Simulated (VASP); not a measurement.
Ge: single point with LDA

The system is Ge.

```xyz
4
Lattice="3.9621 0.0000 0.0000 -1.9810 3.4312 0.0000 0.0000 0.0000 6.5252" Properties=species:S:1:pos:R:3 pbc="T T T"
Ge    1.9810    1.1437    0.4097
Ge    0.0000    2.2875    3.6723
Ge    1.9810    1.1437    2.8529
Ge    0.0000    2.2875    6.1156
```

```
Program             : VASP 6.6.1
Task                : single point
Functional          : LDA
Potentials or basis : VASP PAW LDA potentials, release 64 (Ge_d)
Cutoff              : 520 eV
k mesh              : 8 × 8 × 4
Occupations         : fermi-dirac, width 0.1 eV
Spin                : no spin polarisation
```

```yaml
Pressure: 0.2 GPa
Band_gap_on_the_k_mesh: zero (band 28 reaches 5.08 eV, above the bottom of band 29 at 5.05 eV)
```

Levels at points of the mesh, in eV from the Fermi level:
```tsv
k point	band 24	band 25	band 26	band 27	band 28	band 29	band 30	band 31	band 32	band 33
(0.00, 0.00, 0.00)	-1.55	-1.55	-0.17	-0.15	0.09	0.11	0.11	2.22	2.22	2.75
(0.50, 0.00, 0.00)	-6.86	-4.75	-3.18	-2.94	-1.50	0.40	1.65	3.49	3.69	4.37
(0.00, 0.00, 0.50)	-4.89	-0.91	-0.91	-0.91	-0.91	0.65	0.65	3.35	3.35	3.35
(0.50, 0.00, 0.50)	-8.03	-2.63	-2.63	-2.51	-2.51	0.45	0.45	2.04	2.04	6.16
```

It took 27 s on 1 thread of Intel(R) Xeon(R) 6975P-C (Granite Rapids), on a shared host, peak memory 0.2 GiB.
